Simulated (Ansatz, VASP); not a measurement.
# One calculation of Pt, two programs

```
Pt
1.0
     0.04405    1.95790    1.95790
     1.95790    0.04405    1.95790
     2.00195    2.00195    0.00000
Pt
1
Direct
  0.00000 0.00000 0.00000
```

Change from the starting cell: strain +0.0450 x Voigt [0, 0, 0, 0, 0, 1], atoms carried along.

Alike in both runs: task single point; functional PBE; k mesh 20 × 20 × 20; occupations gaussian, width 0.15 eV; no spin polarisation.

|  | VASP | Ansatz |
| --- | --- | --- |
| version | VASP 6.6.1 | Ansatz 0.2.0 |
| potentials or method | VASP PAW PBE potentials, release 64 (Pt), cutoff 520 eV | scalar-relativistic, plane waves, PAW |
| valence electrons in the cell | 10 | 18 |

|  | VASP | Ansatz | Ansatz less VASP |
| --- | --- | --- | --- |
| gap on the k mesh at the Fermi level (eV) | none | none | - |
| pressure (GPa) | 11.6 | 12.2 | +0.56 |
| traceless stress, the component that is largest in VASP (GPa) | -4.08 | -4.07 | +0.010 |

A gap of «none» marks a metal or a gap that the smearing closes. VASP's potentials hold 10 valence electrons a cell and Ansatz's 18, so a difference there can come from the potentials and not from the codes.

Neither program's run includes spin-orbit coupling.
